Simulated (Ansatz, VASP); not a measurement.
This is a calculation of Na for VASP 6.6.1.

Contents of INCAR:

```
SYSTEM = Na
PREC = Accurate
ENCUT = 520
EDIFF = 1E-7
ISMEAR = -1
SIGMA = 0.05
LREAL = .FALSE.
LASPH = .TRUE.
NELM = 60
ALGO = Normal
ISIF = 2
LWAVE = .FALSE.
LCHARG = .TRUE.
LELF = .TRUE.
LVHAR = .TRUE.
NBANDS = 10
```

Contents of KPOINTS:

```
Automatic mesh
0
G
  9 9 9
  0 0 0
```

POSCAR

```
Na
1.0
   -2.1410000000      2.1410000000      2.1410000000
    2.1410000000     -2.1410000000      2.1410000000
    2.1410000000      2.1410000000     -2.1410000000
Na
1
Direct
    0.0000000000      0.0000000000      0.0000000000
```

Potentials or basis: VASP PAW LDA potentials, release 64 (Na_pv).

Launch:

```sh
$ cat potpaw_LDA.64/Na_pv/POTCAR > POTCAR
$ mpirun -np 1 vasp_std > vasp.out
```

Task: Set up the same calculation for Ansatz 0.2.0. Potentials there: all-electron LAPW, scalar-relativistic.

Result: As run (the cutoff follows the program's own potentials):

The input input.yaml:

```yaml
crystal:
  lattice:
    - [-2.141, 2.141, 2.141]
    - [2.141, -2.141, 2.141]
    - [2.141, 2.141, -2.141]
  atoms:
    - { symbol: Na, position: [0.0, 0.0, 0.0] }
kpoints:
  mp_grid: { grid: [9, 9, 9] }
scf:
  occupations: { method: fermi_dirac, width: 0.05 }
hamiltonian:
  xc: lda
  pseudopotentials: { kind: all_electron, lapw: { basis_error: 0.001 } }
output:
  forces: true
  stress: true
  eigenvalues: true
```

Potentials or basis: all-electron LAPW, scalar-relativistic.

Launch:

```sh
$ ansatz run input.yaml --threads 1 --pin off --max-ram 3072MiB --backend cpu --events-out ev --progress --plain --runs-dir out
```

Both were run:

|  | VASP | Ansatz | Ansatz less VASP |
| --- | --- | --- | --- |
| gap on the k mesh at the Fermi level (eV) | none | none | - |
| pressure (GPa) | -1.1 | -1.1 | +0.02 |

LDA's correlation is that of Perdew and Zunger in VASP and of Perdew and Wang (1992) in Ansatz. A gap of «none» marks a metal or a gap that the smearing closes. Ansatz ran all-electron here, and VASP with PAW potentials.
